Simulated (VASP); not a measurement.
# KI3 (P6_3/mmc) in VASP: single point with PBE

Aim: the single point of KI3 with PBE.

All numbers are computed with VASP 6.6.1; they aren't measurements. Logs are shortened: lines on timing, memory, paths and dates and some standing lists are left out, and cuts for length are marked.

## (1) The cell of the first run

The structure is hexagonal, space group P6_3/mmc (No. 194). The conventional cell has a = 7.058 Å, b = 7.058 Å, c = 8.243 Å, α = 90.00°, β = 90.00°, γ = 120.00°. K (site symmetry -6m2) has 12 I at 3.53 to 4.60 Å within 4.6 Å. Within 4.6 Å of I (site symmetry mm2) lie 8 I at 3.52 to 4.60 Å and 4 K at 3.53 to 4.60 Å.

## (2) Single point, PBE

Contents of INCAR:

```
SYSTEM = KI3
PREC = Accurate
ENCUT = 520
EDIFF = 1E-6
ISMEAR = 0
SIGMA = 0.1
LREAL = .False.
LASPH = .True.
NELM = 60
ALGO = Normal
ISIF = 2
LWAVE = .False.
LCHARG = .True.
GGA = PE
LELF = .True.
LVHAR = .True.
NBANDS = 40
```

Contents of KPOINTS:

```
regular mesh
0
Gamma
  6 6 6
  0 0 0
```

Contents of POSCAR:

```
KI3
1.0
    7.0579555460      0.0000000000      0.0000000000
   -3.5289777730      6.1123688016      0.0000000000
    0.0000000000      0.0000000000      8.2433090240
K I
2 6
Direct
    0.3333333333      0.6666666667      0.2500000000
    0.6666666667      0.3333333333      0.7500000000
    0.8330674515      0.6661349030      0.2500000000
    0.1669325485      0.8330674515      0.7500000000
    0.3338650970      0.1669325485      0.2500000000
    0.1669325485      0.3338650970      0.7500000000
    0.8330674515      0.1669325485      0.2500000000
    0.6661349030      0.8330674515      0.7500000000
```

Potentials or basis: VASP PAW PBE potentials, release 64 (K_sv, I).

The run is started by

```console
$ cat potpaw_PBE.64/K_sv/POTCAR potpaw_PBE.64/I/POTCAR > POTCAR
$ mpirun -np 1 vasp_std > vasp.out
```

OUTCAR:

```text
SYSTEM = KI3
   PREC = Accurate
   ENCUT = 520
   EDIFF = 1E-6
   ISMEAR = 0
   LREAL = .False.
   LASPH = .True.
   NELM = 60
   ISIF = 2
   GGA = PE

 ion  position               nearest neighbor table
   1  0.333  0.667  0.250-   5 3.53   3 3.53   7 3.53   7 3.53   5 3.53   3 3.53
   2  0.667  0.333  0.750-   8 3.53   6 3.53   4 3.53   4 3.53   8 3.53   6 3.53
   3  0.833  0.666  0.250-   5 3.52   7 3.52   1 3.53   1 3.53   7 3.53   5 3.53
   4  0.167  0.833  0.750-   6 3.52   8 3.52   2 3.53   2 3.53   6 3.53   8 3.53
   5  0.334  0.167  0.250-   3 3.52   7 3.52   1 3.53   1 3.53   3 3.53   7 3.53
   6  0.167  0.334  0.750-   4 3.52   8 3.52   2 3.53   2 3.53   4 3.53   8 3.53
   7  0.833  0.167  0.250-   3 3.52   5 3.52   1 3.53   1 3.53   3 3.53   5 3.53
   8  0.666  0.833  0.750-   6 3.52   4 3.52   2 3.53   2 3.53   6 3.53   4 3.53

  LATTYP: Found a hexagonal cell.
 ALAT       =     7.0579555460
 C/A-ratio  =     1.1679457274

  Lattice vectors:

 A1 = (   7.0579555460,   0.0000000000,   0.0000000000)
 A2 = (  -3.5289777730,   6.1123688016,   0.0000000000)
 A3 = (   0.0000000000,   0.0000000000,   8.2433090240)

Analysis of symmetry for initial positions (statically):
=====================================================================
 Subroutine PRICEL returns:
 Original cell was already a primitive cell.

 Routine SETGRP: Setting up the symmetry group for a
 hexagonal supercell.

 Subroutine GETGRP returns: Found 24 space group operations
 (whereof 12 operations were pure point group operations)
 out of a pool of 24 trial point group operations.

The static configuration has the point symmetry D_3d.
 The point group associated with its full space group is D_6h.

Analysis of symmetry for dynamics (positions and initial velocities):
=====================================================================
 Subroutine PRICEL returns:
 Original cell was already a primitive cell.

 Routine SETGRP: Setting up the symmetry group for a
 hexagonal supercell.

 Subroutine GETGRP returns: Found 24 space group operations
 (whereof 12 operations were pure point group operations)
 out of a pool of 24 trial point group operations.

The dynamic configuration has the point symmetry D_3d.
 The point group associated with its full space group is D_6h.

 Subroutine INISYM returns: Found 24 space group operations
 (whereof 12 operations are pure point group operations),
 and found     1 'primitive' translations

----------------------------------------------------------------------------------------

                                     Primitive cell

  volume of cell :     355.6232

  direct lattice vectors                    reciprocal lattice vectors
     7.057955546  0.000000000  0.000000000     0.141684089  0.081801347  0.000000000
    -3.528977773  6.112368802  0.000000000     0.000000000  0.163602694  0.000000000
     0.000000000  0.000000000  8.243309024     0.000000000  0.000000000  0.121310507

  length of vectors
     7.057955546  7.057955546  8.243309024     0.163602694  0.163602694  0.121310507

  position of ions in fractional coordinates (direct lattice)
     0.333333333  0.666666667  0.250000000
     0.666666667  0.333333333  0.750000000
     0.833067452  0.666134903  0.250000000
     0.166932549  0.833067452  0.750000000
     0.333865097  0.166932549  0.250000000
     0.166932549  0.333865097  0.750000000
     0.833067452  0.166932549  0.250000000
     0.666134903  0.833067452  0.750000000

  ion indices of the primitive-cell ions
   primitive index   ion index
                 1           1
                 2           2
                 3           3
                 4           4
                 5           5
                 6           6
                 7           7
                 8           8

----------------------------------------------------------------------------------------

 KPOINTS: regular mesh

Automatic generation of k-mesh.
 Grid dimensions read from file:
 generate k-points for:    6    6    6

 Generating k-lattice:

  Cartesian coordinates                     Fractional coordinates (reciprocal lattice)
     0.023614015  0.013633558  0.000000000     0.166666667  0.000000000  0.000000000
     0.000000000  0.027267116  0.000000000     0.000000000  0.166666667  0.000000000
     0.000000000  0.000000000  0.020218418     0.000000000  0.000000000  0.166666667

  Length of vectors
     0.027267116  0.027267116  0.020218418

  Shift w.r.t. Gamma in fractional coordinates (k-lattice)
     0.000000000  0.000000000  0.000000000

 Subroutine IBZKPT returns following result:
 ===========================================

 Found     28 irreducible k-points:

 Following reciprocal coordinates:
            Coordinates               Weight
  0.000000  0.000000  0.000000      1.000000
  0.166667 -0.000000  0.000000      6.000000
  0.333333  0.000000  0.000000      6.000000
  0.500000  0.000000  0.000000      3.000000
  0.166667  0.166667  0.000000      6.000000
  0.333333  0.166667  0.000000     12.000000
[... 16 lines left out ...]
  0.166667 -0.000000  0.500000      6.000000
  0.333333  0.000000  0.500000      6.000000
 [... further k-points ...]
   k-points           NKPTS =     28   k-points in BZ     NKDIM =     28   number of bands    NBANDS=     40
   number of dos      NEDOS =    301   number of ions     NIONS =      8
   total plane-waves  NPLWV = 186624
   dimension x,y,z NGX =    54 NGY =   54 NGZ =   64
   dimension x,y,z NGXF=   108 NGYF=  108 NGZF=  128
   ions per type =               2   6
   NGX,Y,Z   is equivalent  to a cutoff of  12.72, 12.72, 12.91 a.u.
   NGXF,Y,Z  is equivalent  to a cutoff of  25.44, 25.44, 25.81 a.u.
 SYSTEM =  KI3
   PREC   = accura    normal or accurate (medium, high low for compatibility)
   ISTART =      0    job   : 0-new  1-cont  2-samecut
   ICHARG =      2    charge: 1-file 2-atom 10-const
   ISPIN  =      1    spin polarized calculation?
   LNONCOLLINEAR =      F non collinear calculations
   LSORBIT =      F    spin-orbit coupling
   LASPH  =      T    aspherical Exc in radial PAW
   ENCUT  =  520.0 eV  38.22 Ry    6.18 a.u.  13.12 13.12 15.33*2*pi/ulx,y,z
   NELM   =     60;   NELMIN=  2; NELMDL= -5     # of ELM steps
   EDIFF  = 0.1E-05   stopping-criterion for ELM
   LREAL  =      F    real-space projection
   EDIFFG = 0.1E-04   stopping-criterion for IOM
   NSW    =      0    number of steps for IOM
   IBRION =     -1    ionic relax: 0-MD 1-quasi-New 2-CG
   NFREE  =      0    steps in history (QN), initial steepest desc. (CG)
   ISIF   =      2    stress and relaxation
   ISYM   =      2    0-nonsym 1-usesym 2-fastsym
   POTIM  = 0.5000    time-step for ionic-motion
   TEBEG  =    0.0;   TEEND  =   0.0 temperature during run
   PSTRESS=    0.0 pullay stress
   NELECT =      60.0000    total number of electrons
   NUPDOWN=      -1.0000    fix difference up-down
   EMIN   =  10.00;   EMAX   =-10.00  energy-range for DOS
   EFERMI =   0.00;   METHOD = LEGACY
   ISMEAR =     0;   SIGMA  =   0.10  broadening in eV -4-tet -1-fermi 0-gaus
   EFERMI_NEDOS =   21; number of points for ismear=-14 and -15
   IALGO  =     38    algorithm
   IMIX   =      4    mixing-type and parameters
     AMIX     =   0.40;   BMIX     =  1.00
     AMIX_MAG =   1.60;   BMIX_MAG =  1.00
  volume/ion in A,a.u.               =      44.45       299.98
  Fermi-wavevector in a.u.,A,eV,Ry     =   0.904611  1.709467 11.133936  0.818321
  Thomas-Fermi vector in A             =   2.028079
   LORBIT       =      0    0 simple, 1 ext, 2 COOP (PROOUT), +10 PAW based schemes
   GGA     = PE    functional components
   LHFCALC =     F    Hartree Fock is set to
   AEXX    =    0.0000 exact exchange contribution
   IVDW    =     0    specifies the selected vdW correction
   LEPSILON=     F    determine dielectric tensor
   LRPA    =     F    only Hartree local field effects (RPA)
 non-spin polarized calculation
 Gauss-broadening in eV      SIGMA  =   0.10
  energy-cutoff  :      520.00
  volume of cell :      355.62
 maximum number of plane-waves:      9618
 NGX is ok and might be reduce to    54
   NGX = 27   NGY = 27   NGZ = 31

 number of electron      60.0000001 magnetization

 Free energy of the ion-electron system (eV)
  ---------------------------------------------------
  ext. energy  EPLUGINS =         0.00000000
  ---------------------------------------------------
  free energy    TOTEN  =       -15.63458111 eV

  energy without entropy =      -15.58936429  energy(sigma->0) =      -15.61197270

 E-fermi :   1.6618     XC(G=0):  -7.4953

 val. band max:        1.5576538426   @ k =   0.0000   0.0000   0.0000
 cond. band min:       1.6661942374   @ k =   0.3333   0.1667   0.0000
 fundamental gap:      0.1085403948
 Fermi energy:         1.6617901499

 k-point     1 :       0.0000    0.0000    0.0000
  band No.  band energies     occupation
      1     -28.2734      2.00000
      2     -28.2732      2.00000
      3     -11.7830      2.00000
      4     -11.7775      2.00000
      5     -11.7744      2.00000
      6     -11.7744      2.00000
[... 32 lines left out ...]
     39       7.3550      0.00000
     40       7.3550      0.00000

 k-point     2 :       0.1667   -0.0000    0.0000
  band No.  band energies     occupation
      1     -28.2734      2.00000
      2     -28.2732      2.00000
      3     -11.7974      2.00000
      4     -11.7928      2.00000
      5     -11.7826      2.00000
      6     -11.7798      2.00000
[... 32 lines left out ...]
     39       7.4968      0.00000
     40       7.7372      0.00000

 k-point     3 :       0.3333    0.0000    0.0000
  band No.  band energies     occupation
      1     -28.2733      2.00000
      2     -28.2732      2.00000
      3     -11.8377      2.00000
      4     -11.8272      2.00000
      5     -11.7896      2.00000
      6     -11.7816      2.00000
[... 32 lines left out ...]
     39       7.5878      0.00000
     40       8.0349      0.00000

 k-point     4 :       0.5000    0.0000    0.0000
  band No.  band energies     occupation
      1     -28.2733      2.00000
      2     -28.2732      2.00000
      3     -11.8550      2.00000
      4     -11.8424      2.00000
      5     -11.7943      2.00000
      6     -11.7852      2.00000
[... 32 lines left out ...]
     39       7.8889      0.00000
     40       8.2173      0.00000
[... 772 lines left out ...]
     39       7.1554      0.00000
     40       7.1554      0.00000

 k-point    23 :       0.1667   -0.0000    0.5000
  band No.  band energies     occupation
      1     -28.2733      2.00000
      2     -28.2733      2.00000
      3     -11.7975      2.00000
      4     -11.7975      2.00000
      5     -11.7791      2.00000
      6     -11.7791      2.00000
[... 32 lines left out ...]
     39       7.3800      0.00000
     40       7.3800      0.00000

 k-point    24 :       0.3333    0.0000    0.5000
  band No.  band energies     occupation
      1     -28.2733      2.00000
      2     -28.2733      2.00000
      3     -11.8337      2.00000
      4     -11.8337      2.00000
      5     -11.7855      2.00000
      6     -11.7855      2.00000
[... 32 lines left out ...]
     39       7.7933      0.00000
     40       7.7947      0.00000

 [... further k-points ...]

------------------------ aborting loop because EDIFF is reached ----------------------------------------

  FORCE on cell =-STRESS in cart. coord.  units (eV):
  Direction    XX          YY          ZZ          XY          YZ          ZX
  --------------------------------------------------------------------------------------
  -------------------------------------------------------------------------------------
  Total       -0.0344481     -0.0344481      0.0504527      0.0000000     -0.0000000     -0.0000000
  in kB       -0.1551978     -0.1551978      0.2273027      0.0000000     -0.0000000     -0.0000000
  external PRESSURE =      -0.0276976 kB  Pullay stress =       0.0000000 kB

 VOLUME and BASIS-vectors are now :
 -----------------------------------------------------------------------------
  energy-cutoff  :      520.00
  volume of cell :      355.62
      direct lattice vectors                 reciprocal lattice vectors
     7.057955546  0.000000000  0.000000000     0.141684089  0.081801347  0.000000000
    -3.528977773  6.112368802  0.000000000     0.000000000  0.163602694  0.000000000
     0.000000000  0.000000000  8.243309024     0.000000000  0.000000000  0.121310507

 POSITION                                       TOTAL-FORCE (eV/Angst)
 -----------------------------------------------------------------------------------
     -0.00000      4.07491      2.06083         0.000000     -0.000000      0.000000
      3.52898      2.03746      6.18248         0.000000     -0.000000      0.000000
      3.52898      4.07166      2.06083         0.000000     -0.001763     -0.000000
     -1.76167      5.09202      6.18248         0.001527     -0.000882      0.000000
      1.76730      1.02035      2.06083         0.001527      0.000882     -0.000000
      0.00000      2.04071      6.18248         0.000000      0.001763      0.000000
      5.29065      1.02035      2.06083        -0.001527      0.000882     -0.000000
      1.76167      5.09202      6.18248        -0.001527     -0.000882      0.000000
 -----------------------------------------------------------------------------------
    total drift:                               -0.000000      0.000000      0.000000

  FREE ENERGIE OF THE ION-ELECTRON SYSTEM (eV)
  ---------------------------------------------------
  free  energy   TOTEN  =       -15.6345811089 eV

  energy  without entropy=      -15.5893642933  energy(sigma->0) =      -15.61197270
```

Wall time 7.1 min (1 thread of Intel Xeon Platinum 8259CL at 2.50GHz (Skylake/Cascade Lake), shared host); peak memory 0.61 GiB.

What came out:

* Free energy: -15.6346 eV
* Pressure: 0.0 GPa
* Band gap on the k mesh: zero (bands 30 and 31 overlap by 0.95 eV)

Caveat: spin-orbit coupling is left out, which moves the levels of the heavy elements.

The gap in the log of VASP goes by the Fermi energy; the results here count the filled bands.